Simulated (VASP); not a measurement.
# C (Fd-3m) in VASP: notebook

C is run at these levels: PBE0, HSE06; tasks: single point.

Program: VASP 6.6.1. These are calculated values, not measurements. Logs are shortened: lines on timing, memory, paths and dates and some standing lists are left out, and cuts for length are marked.

### 1 The cell of the first run

The structure is cubic, space group Fd-3m (No. 227). Conventional cell: a = 3.590 Å, b = 3.590 Å, c = 3.590 Å, α = 90.00°, β = 90.00°, γ = 90.00°. Within 2.1 Å of C (site symmetry -43m) lie 4 C at 1.55 Å.

### 2 Single point, PBE0

Contents of POSCAR:

```
C
1.0
    0.0000000000      1.7951807415      1.7951807415
    1.7951807415      0.0000000000      1.7951807415
    1.7951807415      1.7951807415      0.0000000000
C
2
Direct
    0.7500000000      0.7500000000      0.7500000000
    0.5000000000      0.5000000000      0.5000000000
```

Contents of INCAR.step1:

```
PREC = Accurate ; ENCUT = 520
EDIFF = 1E-5 ; ISMEAR = -1
SIGMA = 0.05 ; LREAL = False
LASPH = True ; NELM = 100
ALGO = Normal ; ISIF = 2
LWAVE = True ; LCHARG = False
NBANDS = 11 ; GGA = PE
```

Contents of INCAR.step2:

```
PREC = Accurate ; ENCUT = 520
EDIFF = 1E-7 ; ISMEAR = -1
SIGMA = 0.05 ; LREAL = False
LASPH = True ; NELM = 100
ALGO = Normal ; ISIF = 2
LWAVE = False ; LCHARG = False
GGA = PE ; LHFCALC = True
AEXX = 0.25 ; PRECFOCK = Normal
NBANDS = 11 ; ISTART = 1
```

Contents of KPOINTS:

```
Automatic mesh
0
Gamma
  8 8 8
```

Potentials or basis: VASP PAW PBE potentials, release 64 (C).

On the command line:

```sh
$ cat potpaw_PBE.64/C/POTCAR > POTCAR
$ cp INCAR.step1 INCAR
$ mpirun -np 1 vasp_std > vasp.out
$ cp INCAR.step2 INCAR
$ mpirun -np 1 vasp_std > vasp.out
```

OUTCAR:

```text
PREC = Accurate
   ENCUT = 520
   EDIFF = 1E-7
   ISMEAR = -1
   LREAL = False
   LASPH = True
   NELM = 100
   ISIF = 2
   GGA = PE
   LHFCALC = True
   AEXX = 0.25
   PRECFOCK = Normal
   ISTART = 1

 ion  position               nearest neighbor table
   1  0.750  0.750  0.750-   2 1.55   2 1.55   2 1.55   2 1.55
   2  0.500  0.500  0.500-   1 1.55   1 1.55   1 1.55   1 1.55

  LATTYP: Found a face centered cubic cell.
 ALAT       =     3.5903614830

  Lattice vectors:

 A1 = (   0.0000000000,   1.7951807415,   1.7951807415)
 A2 = (   1.7951807415,   0.0000000000,   1.7951807415)
 A3 = (   1.7951807415,   1.7951807415,   0.0000000000)

Analysis of symmetry for initial positions (statically):
=====================================================================
 Subroutine PRICEL returns:
 Original cell was already a primitive cell.

 Routine SETGRP: Setting up the symmetry group for a
 face centered cubic supercell.

 Subroutine GETGRP returns: Found 48 space group operations
 (whereof 24 operations were pure point group operations)
 out of a pool of 48 trial point group operations.

The static configuration has the point symmetry T_d .
 The point group associated with its full space group is O_h .

Analysis of symmetry for dynamics (positions and initial velocities):
=====================================================================
 Subroutine PRICEL returns:
 Original cell was already a primitive cell.

 Routine SETGRP: Setting up the symmetry group for a
 face centered cubic supercell.

 Subroutine GETGRP returns: Found 48 space group operations
 (whereof 24 operations were pure point group operations)
 out of a pool of 48 trial point group operations.

The dynamic configuration has the point symmetry T_d .
 The point group associated with its full space group is O_h .

 Subroutine INISYM returns: Found 48 space group operations
 (whereof 24 operations are pure point group operations),
 and found     1 'primitive' translations

----------------------------------------------------------------------------------------

                                     Primitive cell

  volume of cell :      11.5706

  direct lattice vectors                    reciprocal lattice vectors
     0.000000000  1.795180742  1.795180742    -0.278523487  0.278523487  0.278523487
[... 92 lines left out ...]
   ISIF   =      2    stress and relaxation
   ISYM   =      3    0-nonsym 1-usesym 2-fastsym
   POTIM  = 0.5000    time-step for ionic-motion
   TEBEG  =    0.0;   TEEND  =   0.0 temperature during run
   PSTRESS=    0.0 pullay stress
   NELECT =       8.0000    total number of electrons
   NUPDOWN=      -1.0000    fix difference up-down
   EMIN   =  10.00;   EMAX   =-10.00  energy-range for DOS
   EFERMI =   0.00;   METHOD = LEGACY
   ISMEAR =    -1;   SIGMA  =   0.05  broadening in eV -4-tet -1-fermi 0-gaus
   EFERMI_NEDOS =   21; number of points for ismear=-14 and -15
   IALGO  =     38    algorithm
   IMIX   =      1    mixing-type and parameters
     AMIX     =   0.40;   BMIX     =  1.00
     AMIX_MAG =   1.60;   BMIX_MAG =  1.00
  volume/ion in A,a.u.               =       5.79        39.04
  Fermi-wavevector in a.u.,A,eV,Ry     =   1.447616  2.735597 28.512253  2.095592
  Thomas-Fermi vector in A             =   2.565550
   LORBIT       =      0    0 simple, 1 ext, 2 COOP (PROOUT), +10 PAW based schemes
   GGA     = PE    functional components
   LHFCALC =     T    Hartree Fock is set to
   PRECFOCK=normal    Normal, Fast or Accurate (Low or Medium for compatibility)
   ENCUT4O =  -1.0   cutoff for four orbital integrals eV
   NKREDX  =     1    reduce k-point grid by
   NKREDY  =     1    reduce k-point grid by
   NKREDZ  =     1    reduce k-point grid by
   AEXX    =    0.2500 exact exchange contribution
   HFSCREEN=    0.0000 screening length (either q_TF or 0.3 A-1)
   HFSCREENC=   0.0000 screening length for correlation (either q_TF or 0.3 A-1)
   ENCUTFOCK=  -1.0 apply spherical cutoff to Coloumb kernel
   IVDW    =     0    specifies the selected vdW correction
   LEPSILON=     F    determine dielectric tensor
   LRPA    =     F    only Hartree local field effects (RPA)
 non-spin polarized calculation
  energy-cutoff  :      520.00
  volume of cell :       11.57
 maximum number of plane-waves:       331
  NGX = 16; NGY = 16; NGZ = 16

 number of electron       8.0000000 magnetization

 Free energy of the ion-electron system (eV)
  ---------------------------------------------------
  ext. energy  EPLUGINS =         0.00000000
  ---------------------------------------------------
  free energy    TOTEN  =       -22.11256761 eV

  energy without entropy =      -22.11256761  energy(sigma->0) =      -22.11256761

 E-fermi :   9.4062     XC(G=0): -10.3319

 val. band max:        8.4545867157   @ k =   0.0000   0.0000   0.0000
 cond. band min:      14.4472983293   @ k =   0.3750   0.3750   0.0000
 fundamental gap:      5.9927116136
 Fermi energy:         9.4061617008

 k-point     1 :       0.0000    0.0000    0.0000
  band No.  band energies     occupation
      1     -14.8541      2.00000
      2       8.4546      2.00000
      3       8.4546      2.00000
      4       8.4546      2.00000
      5      16.1082      0.00000
      6      16.1082      0.00000
      7      16.1082      0.00000
      8      24.0260      0.00000
      9      29.8233      0.00000
     10      37.3040      0.00000
     11      37.3040      0.00000
[... 309 lines left out ...]
 k-point    24 :      -0.3750    0.2500    0.1250
  band No.  band energies     occupation
      1      -7.6595      2.00000
      2      -4.9242      2.00000
      3       1.5957      2.00000
      4       3.4231      2.00000
      5      18.8847      0.00000
      6      20.0962      0.00000
      7      24.0257      0.00000
      8      25.9472      0.00000
      9      29.0604      0.00000
     10      35.1233      0.00000
     11      37.2758      0.00000

 [... further k-points ...]
[... 5 lines left out ...]
  --------------------------------------------------------------------------------------
  -------------------------------------------------------------------------------------
  Total       -1.1527478     -1.1527478     -1.1527478     -0.0000000     -0.0000000     -0.0000000
  in kB     -159.6211140   -159.6211140   -159.6211140     -0.0000000     -0.0000000     -0.0000000
  external PRESSURE =    -159.6211140 kB  Pullay stress =       0.0000000 kB

 VOLUME and BASIS-vectors are now :
 -----------------------------------------------------------------------------
  energy-cutoff  :      520.00
  volume of cell :       11.57
      direct lattice vectors                 reciprocal lattice vectors
     0.000000000  1.795180742  1.795180742    -0.278523487  0.278523487  0.278523487
     1.795180742  0.000000000  1.795180742     0.278523487 -0.278523487  0.278523487
     1.795180742  1.795180742  0.000000000     0.278523487  0.278523487 -0.278523487

 POSITION                                       TOTAL-FORCE (eV/Angst)
 -----------------------------------------------------------------------------------
      2.69277      2.69277      2.69277        -0.000000     -0.000000     -0.000000
      1.79518      1.79518      1.79518         0.000000      0.000000      0.000000
 -----------------------------------------------------------------------------------
    total drift:                               -0.000000     -0.000000     -0.000000

  FREE ENERGIE OF THE ION-ELECTRON SYSTEM (eV)
  ---------------------------------------------------
  free  energy   TOTEN  =       -22.1125676090 eV

  energy  without entropy=      -22.1125676089  energy(sigma->0) =      -22.11256761
```

OSZICAR.step1:

```text
N       E                     dE             d eps       ncg     rms          rms(c)
DAV:   1     0.169359622722E+01    0.16936E+01   -0.46974E+03   670   0.704E+02
DAV:   2    -0.183991660624E+02   -0.20093E+02   -0.19350E+02   882   0.126E+02
DAV:   3    -0.187828075690E+02   -0.38364E+00   -0.38282E+00   728   0.134E+01
DAV:   4    -0.187834901686E+02   -0.68260E-03   -0.68259E-03   706   0.695E-01
DAV:   5    -0.187834909878E+02   -0.81919E-06   -0.81914E-06   713   0.233E-02    0.542E+00
DAV:   6    -0.183322737956E+02    0.45122E+00   -0.23621E-01   653   0.340E+00    0.324E+00
DAV:   7    -0.181803283146E+02    0.15195E+00   -0.29104E-01   683   0.382E+00    0.726E-01
DAV:   8    -0.181820908989E+02   -0.17626E-02   -0.81932E-03   659   0.671E-01    0.431E-02
DAV:   9    -0.181821336285E+02   -0.42730E-04   -0.63186E-05   756   0.638E-02    0.241E-02
DAV:  10    -0.181821540292E+02   -0.20401E-04   -0.15749E-05   659   0.346E-02    0.531E-03
DAV:  11    -0.181821540954E+02   -0.66203E-07   -0.24974E-07   328   0.455E-03
   1 F= -.18182154E+02 E0= -.18182154E+02  d E =-.106692E-10
```

Wall time 19 min (1 thread of Oxide Virtual Turin-like, shared host); peak memory 0.09 GiB.

Results:

- Free energy: -22.1126 eV
- Pressure: -16.0 GPa
- Band gap on the k mesh: 5.99 eV (least direct gap 7.65 eV)

Caveat: the cell stands under tension; the PAW data sets were made with another functional, which shifts forces and pressure a little.

### 3 Single point, HSE06

This run uses another cell than the first one, of 5.90 Å³/atom.

Contents of POSCAR:

```
C
1.0
    0.0000000000      1.8068380860      1.8068380860
    1.8068380860      0.0000000000      1.8068380860
    1.8068380860      1.8068380860      0.0000000000
C
2
Direct
    0.7500000000      0.7500000000      0.7500000000
    0.5000000000      0.5000000000      0.5000000000
```

Contents of INCAR.step1:

```
SYSTEM = C
PREC = Accurate
ENCUT = 520
EDIFF = 1E-5
ISMEAR = -1
SIGMA = 0.05
LREAL = .FALSE.
LASPH = .TRUE.
NELM = 60
ALGO = Normal
ISIF = 2
LWAVE = .TRUE.
LCHARG = .FALSE.
NBANDS = 11
GGA = PE
```

Contents of INCAR.step2:

```
SYSTEM = C
PREC = Accurate
ENCUT = 520
EDIFF = 1E-6
ISMEAR = -1
SIGMA = 0.05
LREAL = .FALSE.
LASPH = .TRUE.
NELM = 60
ALGO = Normal
ISIF = 2
LWAVE = .FALSE.
LCHARG = .FALSE.
GGA = PE
LHFCALC = .TRUE.
HFSCREEN = 0.2079
PRECFOCK = Normal
NBANDS = 11
ISTART = 1
```

Contents of KPOINTS:

```
Automatic mesh
0
G
  8 8 8
  0 0 0
```

Potentials or basis: VASP PAW PBE potentials, release 64 (C).

On the command line:

```sh
$ cat potpaw_PBE.64/C/POTCAR > POTCAR
$ cp INCAR.step1 INCAR
$ mpirun -np 1 vasp_std > vasp.out
$ cp INCAR.step2 INCAR
$ mpirun -np 1 vasp_std > vasp.out
```

OUTCAR:

```text
SYSTEM = C
   PREC = Accurate
   ENCUT = 520
   EDIFF = 1E-6
   ISMEAR = -1
   LREAL = .FALSE.
   LASPH = .TRUE.
   NELM = 60
   ISIF = 2
   GGA = PE
   LHFCALC = .TRUE.
   HFSCREEN = 0.2079
   PRECFOCK = Normal
   ISTART = 1

 ion  position               nearest neighbor table
   1  0.750  0.750  0.750-   2 1.56   2 1.56   2 1.56   2 1.56
   2  0.500  0.500  0.500-   1 1.56   1 1.56   1 1.56   1 1.56

  LATTYP: Found a face centered cubic cell.
 ALAT       =     3.6136761720

  Lattice vectors:

[... 523 lines left out ...]
      6      19.2456      0.00000
      7      23.0825      0.00000
      8      25.0218      0.00000
      9      28.1938      0.00000
     10      34.0697      0.00000
     11      36.3015      0.00000

 [... further k-points ...]
[... 5 lines left out ...]
  --------------------------------------------------------------------------------------
  -------------------------------------------------------------------------------------
  Total       -1.7320662     -1.7320662     -1.7320662      0.0000000      0.0000000      0.0000000
  in kB     -235.2271020   -235.2271020   -235.2271020      0.0000000      0.0000000      0.0000000
  external PRESSURE =    -235.2271020 kB  Pullay stress =       0.0000000 kB

 VOLUME and BASIS-vectors are now :
 -----------------------------------------------------------------------------
  energy-cutoff  :      520.00
  volume of cell :       11.80
      direct lattice vectors                 reciprocal lattice vectors
     0.000000000  1.806838086  1.806838086    -0.276726511  0.276726511  0.276726511
     1.806838086  0.000000000  1.806838086     0.276726511 -0.276726511  0.276726511
     1.806838086  1.806838086  0.000000000     0.276726511  0.276726511 -0.276726511

 POSITION                                       TOTAL-FORCE (eV/Angst)
 -----------------------------------------------------------------------------------
      2.71026      2.71026      2.71026         0.000000      0.000000      0.000000
      1.80684      1.80684      1.80684        -0.000000     -0.000000     -0.000000
 -----------------------------------------------------------------------------------
    total drift:                                0.000000     -0.000000      0.000000

  FREE ENERGIE OF THE ION-ELECTRON SYSTEM (eV)
  ---------------------------------------------------
  free  energy   TOTEN  =       -21.0049254552 eV

  energy  without entropy=      -21.0049254552  energy(sigma->0) =      -21.00492546
```

OSZICAR.step1:

```text
N       E                     dE             d eps       ncg     rms          rms(c)
DAV:   1     0.320425708406E+01    0.32043E+01   -0.47588E+03   657   0.692E+02
DAV:   2    -0.183023675288E+02   -0.21507E+02   -0.20206E+02   773   0.132E+02
DAV:   3    -0.187332926127E+02   -0.43093E+00   -0.42998E+00   743   0.148E+01
DAV:   4    -0.187339609374E+02   -0.66832E-03   -0.66831E-03   671   0.741E-01
DAV:   5    -0.187339617730E+02   -0.83565E-06   -0.83563E-06   725   0.243E-02    0.528E+00
DAV:   6    -0.183095886298E+02    0.42437E+00   -0.22231E-01   656   0.329E+00    0.315E+00
DAV:   7    -0.181666366325E+02    0.14295E+00   -0.27575E-01   677   0.371E+00    0.696E-01
DAV:   8    -0.181683500396E+02   -0.17134E-02   -0.78555E-03   659   0.653E-01    0.424E-02
DAV:   9    -0.181683946151E+02   -0.44576E-04   -0.63426E-05   753   0.638E-02    0.238E-02
DAV:  10    -0.181684149067E+02   -0.20292E-04   -0.16019E-05   656   0.346E-02    0.523E-03
DAV:  11    -0.181684149639E+02   -0.57206E-07   -0.25050E-07   334   0.452E-03
   1 F= -.18168415E+02 E0= -.18168415E+02  d E =-.609919E-11
```

Run time: 14 min. Hardware: 1 thread of Oxide Virtual Turin-like, shared host; peak memory 0.19 GiB.

Results:

| Property | Result |
| --- | --- |
| Free energy | -21.0049 eV |
| Pressure | -23.5 GPa |
| Band gap on the k mesh | 5.18 eV (least direct gap 6.85 eV) |

Levels at points of the mesh, in eV from the valence-band top:
| k point | band 1 | band 2 | band 3 | band 4 | band 5 | band 6 | band 7 | band 8 | band 9 |
| --- | --- | --- | --- | --- | --- | --- | --- | --- | --- |
| (0.00, 0.00, 0.00) | -22.99 | 0.00 | 0.00 | 0.00 | 6.85 | 6.85 | 6.85 | 14.33 | 20.32 |
| (0.50, 0.00, 0.00) | -17.01 | -14.17 | -2.96 | -2.96 | 9.79 | 9.84 | 9.84 | 17.25 | 23.31 |
| (0.50, 0.50, 0.00) | -13.79 | -13.79 | -6.62 | -6.62 | 5.82 | 5.82 | 18.59 | 18.59 | 24.77 |

Caveat: the cell stands under tension; the PAW data sets were made with another functional, which shifts forces and pressure a little. A k mesh can miss the band edges.
